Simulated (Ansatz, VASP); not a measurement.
Two plane-wave programs on InSb

File INCAR:

```
SYSTEM = InSb
PREC = Accurate ; ENCUT = 500
EDIFF = 1E-6 ; ISMEAR = 0
SIGMA = 0.15 ; LREAL = .FALSE.
LASPH = .TRUE. ; NELM = 120
ALGO = Normal ; ISIF = 2
LWAVE = .FALSE. ; LCHARG = .FALSE.
GGA = PS ; NBANDS = 16
GGA_COMPAT = .FALSE.
```

Contents of KPOINTS:

```
regular mesh
0
G
  14 14 8
  0 0 0
```

POSCAR

```
InSb
1.0
    3.1576362431      0.0000000000      0.0000000000
    0.0000000000      3.0361886953      0.0000000000
    0.0000000000      0.0000000000      5.9744287867
In Sb
1 1
Direct
    0.0000000000      0.0000000000      0.0000000000
    0.0000000000      0.0000000000      0.5000000000
```

Input for Ansatz:

```yaml
crystal:
  lattice:
    - [3.1576362431, 0.0, 0.0]
    - [0.0, 3.0361886953, 0.0]
    - [0.0, 0.0, 5.9744287867]
  atoms:
    - { symbol: In, position: [0.0, 0.0, 0.0] }
    - { symbol: Sb, position: [0.0, 0.0, 0.5] }
basis:
  ecutwfc: 420
kpoints:
  mp_grid: { grid: [14, 14, 8] }
hamiltonian:
  xc: pbesol
  pseudopotentials: { kind: paw, azcp: { folder: soft_1 } }
scf:
  occupations: { method: gaussian, width: 0.15 }
output:
  forces: true
  stress: true
  eigenvalues: true
```

Change from the starting cell: normal strain along x +0.0400, normal strain along z -0.0200.

Alike in both runs: task single point; functional PBEsol; k mesh 14 × 14 × 8; occupations gaussian, width 0.15 eV; no spin polarisation.

|  | VASP | Ansatz |
| --- | --- | --- |
| version | VASP 6.6.1 | Ansatz 0.2.0 |
| potentials or method | VASP PAW PBE potentials, release 64 (In_d, Sb), cutoff 500 eV | scalar-relativistic, plane waves, PAW |
| valence electrons in the cell | 18 | 28 |

Ansatz gave:

* gap on the k mesh at the Fermi level (eV): none
* pressure (GPa): -0.8
* traceless stress, the component that is largest in VASP (GPa): 2.58

Question: What did VASP give for the same quantities?

Answer: gap on the k mesh at the Fermi level (eV): none; pressure (GPa): -0.8; traceless stress, the component that is largest in VASP (GPa): 2.57.

VASP's potentials were made for PBE, not for PBEsol, and Ansatz warns of the same on its side. A gap of «none» marks a metal or a gap that the smearing closes. With one functional, cell and mesh, what is left measures potentials, basis and numerics. VASP's potentials hold 18 valence electrons a cell and Ansatz's 28, so a difference there can come from the potentials and not from the codes.

Neither program's run includes spin-orbit coupling.
